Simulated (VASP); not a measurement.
Runs of VASP 6.6.1 on HC5. The cell holds a slab with vacuum, 24 atoms: a = 2.513 Å, b = 3.554 Å, c = 26.808 Å, α = 90.00°, β = 90.00°, γ = 90.00°. 

| level | spin | k mesh | smearing | gap on the mesh (eV) | largest force (eV/Å) |
| --- | --- | --- | --- | --- | --- |
| PBEsol | off | 4 × 3 × 1 | fermi-dirac 0.05 eV | 2.04 | 3.74 |
| PBEsol | collinear | 4 × 3 × 1 | fermi-dirac 0.05 eV | 2.04 | 3.75 |
| PBEsol | off | 2 × 2 × 2, shifted | fermi-dirac 0.05 eV | 5.50 | 3.66 |
| r2SCAN | off | 4 × 3 × 1 | tetrahedron | (a) | 3.86 |

Alike in all rows: task single point; potentials or basis VASP PAW PBE potentials, release 64 (C, H); cell as given; cutoff (eV) 520.

Q: Fill in the values left out.

A: (a) 2.43.

Caveats: all runs use coarse meshes; the PAW data sets were made with another functional, which shifts forces and pressure a little.

A k mesh can miss the band edges.
